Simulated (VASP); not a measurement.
Input of a VASP 6.6.1 run:

The input INCAR:

```
SYSTEM = Hf
  PREC = Accurate
  ENCUT = 600
  EDIFF = 1E-6
  ISMEAR = -1
  SIGMA = 0.08
  LREAL = .False.
  LASPH = .True.
  NELM = 100
  ALGO = Normal
  ISIF = 3
  LWAVE = .False.
  LCHARG = .False.
  GGA = PE
  IBRION = 2
  NSW = 60
  EDIFFG = -0.005
  PSTRESS = 1400.0
```

File KPOINTS:

```
regular mesh
0
Gamma
  13 13 13
  0 0 0
```

Contents of POSCAR:

```
Hf
1.0
    0.0000000000      2.4245436252      2.4245436252
    2.4245436252      0.0000000000      2.4245436252
    2.4245436252      2.4245436252      0.0000000000
Hf
2
Direct
   -0.1250000000     -0.1250000000     -0.1250000000
    0.1250000000      0.1250000000      0.1250000000
```

Potentials or basis: VASP PAW PBE potentials, release 64 (Hf_pv).

The run is started by

```console
$ cat potpaw_PBE.64/Hf_pv/POTCAR > POTCAR
$ mpirun -np 1 vasp_std > vasp.out
```

Estimate the relaxed volume.

14.93 Å³/atom.

Estimate the relaxed cell.

a = 3.483 Å, b = 3.483 Å, c = 3.483 Å, α = 60.00°, β = 60.00°, γ = 60.00°.

Estimate the space group after relaxing (to 0.05 Å).

Fd-3m (No. 227).

Step by step:
| step | energy change (eV) | largest force (eV/Å) | pressure (GPa) | volume (Å³) |
| --- | --- | --- | --- | --- |
| 1 | 0.0000 | 0.0000 | 166.03 | 28.50 |
| 2 | -6.3584 | 0.0000 | 50.88 | 39.17 |
| 3 | -1.5270 | 0.0000 | 135.70 | 30.14 |
| 4 | -1.3155 | 0.0000 | 139.65 | 29.89 |
| 5 | -1.2910 | 0.0000 | 140.12 | 29.86 |
| 6 | -1.2912 | 0.0000 | 140.12 | 29.86 |
| 7 | -1.2917 | 0.0000 | 140.12 | 29.86 |
| 8 | -1.2917 | 0.0000 | 140.11 | 29.86 |
| 9 | -1.2917 | 0.0000 | 140.11 | 29.86 |
| 10 | -1.2917 | 0.0000 | 140.11 | 29.86 |
| 11 | -1.2917 | 0.0000 | 140.11 | 29.86 |
| 12 | -1.2918 | 0.0000 | 140.11 | 29.86 |
| 13 | -1.2918 | 0.0000 | 140.11 | 29.86 |
| 14 | -1.2920 | 0.0000 | 140.11 | 29.86 |
| 15 | -1.2923 | 0.0000 | 140.10 | 29.86 |
| 16 | -1.2929 | 0.0000 | 140.10 | 29.86 |
| 17 | -1.2941 | 0.0000 | 140.09 | 29.86 |
| 18 | -1.2964 | 0.0000 | 140.07 | 29.87 |
| 19 | -1.3012 | 0.0000 | 139.93 | 29.87 |
| 20 | -1.2987 | 0.0000 | 139.92 | 29.87 |
| 21 | -1.2975 | 0.0000 | 139.98 | 29.87 |

Caveat: the cell is relaxed towards a set pressure, so the enthalpy falls and the energy may rise.
